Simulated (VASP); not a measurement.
Input of a VASP 6.6.1 run:

The input INCAR:

```
SYSTEM = Mg9O8
PREC = Accurate
ENCUT = 520
EDIFF = 1E-7
ISMEAR = -1
SIGMA = 0.02
LREAL = Auto
LASPH = .True.
NELM = 80
ALGO = Normal
ISIF = 2
LWAVE = .False.
LCHARG = .False.
GGA = CA
IBRION = 2
NSW = 80
EDIFFG = -0.03
```

KPOINTS

```
regular mesh
0
Gamma
  2 2 2
  0 0 0
```

Contents of POSCAR:

```
Mg9O8
1.0
    0.0000000000      4.3100000000      4.3100000000
    4.3100000000      0.0000000000      4.3100000000
    4.3100000000      4.3100000000      0.0000000000
Mg O
9 8
Direct
    0.0000000000      0.0000000000      0.0000000000
    0.0000000000      0.0000000000      0.5000000000
    0.0000000000      0.5000000000      0.0000000000
    0.0000000000      0.5000000000      0.5000000000
    0.5000000000      0.0000000000      0.0000000000
    0.5000000000      0.0000000000      0.5000000000
    0.5000000000      0.5000000000      0.0000000000
    0.5000000000      0.5000000000      0.5000000000
   -0.1212865600     -0.1235210100      0.8794039400
    0.2500000000      0.2500000000      0.2500000000
    0.2500000000      0.2500000000      0.7500000000
    0.2500000000      0.7500000000      0.2500000000
    0.2500000000      0.7500000000      0.7500000000
    0.7500000000      0.2500000000      0.2500000000
    0.7500000000      0.2500000000      0.7500000000
    0.7500000000      0.7500000000      0.2500000000
    0.7500000000      0.7500000000      0.7500000000
```

Potentials or basis: VASP PAW LDA potentials, release 64 (Mg, O).

Run with:

```sh
$ cat potpaw_LDA.64/Mg/POTCAR potpaw_LDA.64/O/POTCAR > POTCAR
$ mpirun -np 1 vasp_std > vasp.out
```

Problem. Predict the band gap on the k mesh.

Solution. Zero (bands 33 and 34 overlap by 0.48 eV).

Problem. Predict the energy gained by relaxing.

Solution. 338.2 meV/atom.

The path:
| step | energy change (eV) | largest force (eV/Å) | pressure (GPa) |
| --- | --- | --- | --- |
| 1 | 0.0000 | 10.1410 | 18.86 |
| 2 | -4.1290 | 5.7152 | 21.52 |
| 3 | -5.6049 | 0.5431 | 17.58 |
| 4 | -5.6040 | 0.5721 | 17.69 |
| 5 | -5.7078 | 0.3437 | 16.87 |
| 6 | -5.7234 | 0.6322 | 16.47 |
| 7 | -5.7388 | 0.3186 | 15.96 |
| 8 | -5.7418 | 0.1120 | 16.09 |
| 9 | -5.7463 | 0.0742 | 16.05 |
| 10 | -5.7482 | 0.0978 | 16.01 |
| 11 | -5.7488 | 0.0948 | 15.92 |
| 12 | -5.7489 | 0.0389 | 15.95 |
| 13 | -5.7492 | 0.0262 | 15.92 |

Caveat: the k points lie up to 0.63 Å⁻¹ apart.
